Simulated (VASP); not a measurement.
Set up this calculation in VASP 6.6.1, as the native input.

```yaml
Task: single point
Functional: PBE
Potentials_or_basis: VASP PAW PBE potentials, release 64 (Mo_sv, S)
Cutoff: 520 eV
k_mesh: 14 × 14 × 14
Occupations: gaussian, width 0.1 eV
Spin: collinear spin, ferromagnetic start
Starting_moments: "[2.0, 0.0] μB"
Hubbard_terms: Mo d U = 4.38 eV
Dipole_correction: no
Further_INCAR_settings: ALGO = Normal; EDIFF = 1e-06; NBANDS = 21
```

The structure of MoS lies in POSCAR:

```
MoS
1.0
    0.0000000000      2.6031059795      2.6031059795
    2.6031059795      0.0000000000      2.6031059795
    2.6031059795      2.6031059795      0.0000000000
Mo S
1 1
Direct
    0.0000000000      0.0000000000      0.0000000000
    0.5000000000      0.5000000000      0.5000000000
```

The input as run:

INCAR

```
SYSTEM = MoS
  ALGO = Normal
  EDIFF = 1E-6
  ENCUT = 520
  GGA = PE
  ISIF = 2
  ISMEAR = 0
  ISPIN = 2
  LASPH = .True.
  LCHARG = .False.
  LDAU = .True.
  LDAUJ = 0 0
  LDAUL = 2 -1
  LDAUPRINT = 1
  LDAUTYPE = 2
  LDAUU = 4.38 0
  LMAXMIX = 4
  LORBIT = 11
  LREAL = .False.
  LWAVE = .False.
  MAGMOM = 2 0
  NBANDS = 21
  NELM = 150
  PREC = Accurate
  SIGMA = 0.1
```

KPOINTS

```
k-points
0
Gamma
  14 14 14
  0 0 0
```

Potentials or basis: VASP PAW PBE potentials, release 64 (Mo_sv, S).

The run is started by

```sh
$ cat potpaw_PBE.64/Mo_sv/POTCAR potpaw_PBE.64/S/POTCAR > POTCAR
$ mpirun -np 1 vasp_std > vasp.out
```

Results of the run:

The pressure is 6.7 GPa, the net moment is 3.41 μB per cell and the site moments are Mo +3.13; S -0.04 μB. The valence electrons inside the program's atomic spheres are Mo 12.24; S 3.75.

Wall time 4.3 min on 1 thread of Intel Xeon 8259CL (shared host), peak memory 0.26 GiB.
